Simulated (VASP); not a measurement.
# Sb: single point with PBE+D4

The system is Sb.

```
CELL_PARAMETERS angstrom
2.15420 1.24373 3.75800
-2.15420 1.24373 3.75800
0.00000 -2.48746 3.75800
ATOMIC_POSITIONS crystal
Sb 0.76651 0.76651 0.76651
Sb 0.23349 0.23349 0.23349
```

```yaml
Program: VASP 6.6.1
Task: single point
Functional: PBE
Dispersion: D4
Potentials_or_basis: VASP PAW PBE potentials, release 64 (Sb)
Cutoff: 400 eV
k_mesh: 8 × 8 × 8
Occupations: fermi-dirac, width 0.05 eV
Spin: no spin polarisation
Dipole_correction: no
k_mesh_for_the_DOS: 12 × 12 × 12
Occupations_for_the_DOS: tetrahedron
Further_INCAR_settings: ALGO = Normal; EDIFF = 1e-06; NBANDS = 12
```

```
Valence electrons inside the program's atomic spheres : Sb 2.40
Dispersion energy per atom                            : -0.510 eV
```

Levels at points of the mesh, in eV from the Fermi level:
```csv
k point,band 2,band 3,band 4,band 5,band 6,band 7,band 8,band 9
"(0.00, 0.00, 0.00)",-4.75,-2.02,-1.76,-1.76,2.11,2.74,2.74,5.13
"(0.50, 0.00, 0.00)",-9.59,-1.90,-1.78,-0.24,-0.16,0.24,0.55,7.61
"(0.50, 0.50, 0.00)",-7.96,-5.38,-3.71,-3.62,1.57,4.99,5.57,6.99
"(0.50, 0.50, 0.50)",-8.92,-1.28,-1.28,-0.44,0.18,0.18,1.18,7.04
```

It took 33 s on 1 thread of AMD EPYC 9R45 (Zen 5), on a shared host, peak memory 0.18 GiB.

Caveat: spin-orbit coupling is left out, which moves the levels of the heavy elements.
